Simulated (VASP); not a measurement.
Runs of VASP 6.6.1 on MgZn5O6. The structure is that of space group P4/mmm (No. 123), or close to it. The cells are those of the table. 

```csv
task,cell,k mesh,cutoff (eV),smearing,gap on the mesh (eV),pressure (GPa),largest force (eV/Å)
single point,"a = 3.055, b = 3.055, c = 12.946 Å, 12 atoms",10 × 10 × 2,520,gaussian 0.02 eV,0.97,0.7,0.04
single point,"a = 3.243, b = 3.243, c = 13.758 Å, 12 atoms",6 × 6 × 2,520,gaussian 0.1 eV,0.26,(a),0.13
relaxation of cell and atoms,"relaxed from a = 3.055, b = 3.055, c = 12.946 Å, 12 atoms",10 × 10 × 2,600,gaussian 0.02 eV,(b),0.0,0.01
single point,"a = 3.055, b = 3.055, c = 12.946 Å, 12 atoms",6 × 6 × 2,520,gaussian 0.1 eV,0.97,0.6,0.04
```

Alike in all rows: level PBE; potentials or basis VASP PAW PBE potentials, release 64 (Mg, Zn, O); no spin polarisation.

Estimate the missing entries.

(a) -19.4; (b) 0.95.

A k mesh can miss the band edges.
